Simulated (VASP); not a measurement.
A run of VASP 6.6.1 is set up as follows.

Contents of INCAR:

```
  PREC = Accurate
  ENCUT = 520
  EDIFF = 1E-7
  ISMEAR = 0
  SIGMA = 0.02
  LREAL = False
  LASPH = True
  NELM = 80
  ALGO = Normal
  ISIF = 2
  LWAVE = False
  LCHARG = False
  GGA = PS
  NBANDS = 26
```

KPOINTS

```
regular mesh
0
Gamma
  12 12 6
```

File POSCAR:

```
GaN
1.0
    3.2140912170      0.0000000000      0.0000000000
   -1.6070456085      2.7834846440      0.0000000000
    0.0000000000      0.0000000000      5.2367702718
Ga N
2 2
Direct
    0.3333333333      0.6666666667     -0.0008058931
    0.6666666667      0.3333333333      0.4991941069
    0.3333333333      0.6666666667      0.3758058931
    0.6666666667      0.3333333333      0.8758058931
```

Potentials or basis: VASP PAW PBE potentials, release 64 (Ga_d, N).

Launch:

```sh
$ cat potpaw_PBE.64/Ga_d/POTCAR potpaw_PBE.64/N/POTCAR > POTCAR
$ mpirun -np 1 vasp_std > vasp.out
```

**Question.** Predict the largest force.

**Answer.** 0.006 eV/Å.

**Question.** Predict the pressure.

**Answer.** -5.4 GPa.

**Question.** Predict the band gap on the k mesh.

**Answer.** 1.70 eV, direct.

Forces on the atoms (eV/Å):
```
Ga   0.000  0.000 -0.006
Ga   0.000  0.000 -0.006
N    0.000  0.000  0.006
N    0.000  0.000  0.006
```

Caveat: the PAW data sets were made with another functional, which shifts forces and pressure a little.
